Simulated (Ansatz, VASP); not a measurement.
# Ta2Si in VASP and in Ansatz

```xyz
6
Lattice="-3.1911 3.1911 2.6207 3.1911 -3.1911 2.6207 3.1911 3.1911 -2.6207" Properties=species:S:1:pos:R:3 pbc="T T T"
Ta    2.1504    1.0407    2.6207
Ta   -1.0407    2.1504    2.6207
Ta    1.0407    2.1504    0.0000
Ta    4.2318    1.0407    0.0000
Si    0.0000    0.0000    1.3103
Si    0.0000    0.0000    3.9310
```

Change from the starting cell: strain +0.040 along x and y, +0.040 along z, atoms carried along.

Alike in both runs: task single point; functional PBEsol; k mesh 12 × 12 × 12; occupations gaussian, width 0.15 eV; no spin polarisation.

|  | VASP | Ansatz |
| --- | --- | --- |
| version | VASP 6.6.1 | Ansatz 0.2.0 |
| potentials or method | VASP PAW PBE potentials, release 64 (Ta_pv, Si), cutoff 520 eV | scalar-relativistic, plane waves, PAW |
| valence electrons in the cell | 52 | 60 |

|  | VASP | Ansatz | Ansatz less VASP |
| --- | --- | --- | --- |
| gap on the k mesh at the Fermi level (eV) | none | none | - |
| pressure (GPa) | -21.0 | -21.1 | -0.11 |
| traceless stress, the component that is largest in VASP (GPa) | 0.57 | 0.59 | +0.012 |
| rms of the force components (eV/Å) | 0.075 | 0.078 | +0.0024 |

VASP's potentials were made for PBE, not for PBEsol. Atom by atom the forces differ by 0.002 eV/Å (rms over components). A gap of «none» marks a metal or a gap that the smearing closes. VASP's potentials hold 52 valence electrons a cell and Ansatz's 60, so a difference there can come from the potentials and not from the codes.

Neither program's run includes spin-orbit coupling.
